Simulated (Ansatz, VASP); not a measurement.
## Two plane-wave programs on PW

```
W P
1.0
     0.00000    2.67099    2.67099
     2.67099    0.00000    2.67099
     2.67099    2.67099    0.00000
W P
1 1
Direct
  0.00000 0.00000 0.00000
  0.25000 0.25000 0.25000
```

Alike in both runs: functional LDA; k mesh 12 × 12 × 12; occupations fermi-dirac, width 0.1 eV; no spin polarisation.

Ansatz relaxed the structure, and its values are those at the end. VASP's run is a single point on that final structure, the one shown.

|  | VASP | Ansatz |
| --- | --- | --- |
| version | VASP 6.6.1 | Ansatz 0.2.0 |
| potentials or method | VASP PAW LDA potentials, release 64 (W_sv, P) | PAW with Ansatz's default frozen-core files, scalar-relativistic |
| plane-wave cutoff (eV) | 520 | 420 |
| valence electrons in the cell | 19 | 19 |

```csv
,VASP,Ansatz,Ansatz less VASP
pressure (GPa),0.4,0.0,-0.42
```

LDA's correlation is that of Perdew and Zunger in VASP and of Perdew and Wang (1992) in Ansatz.

Neither program's run includes spin-orbit coupling.
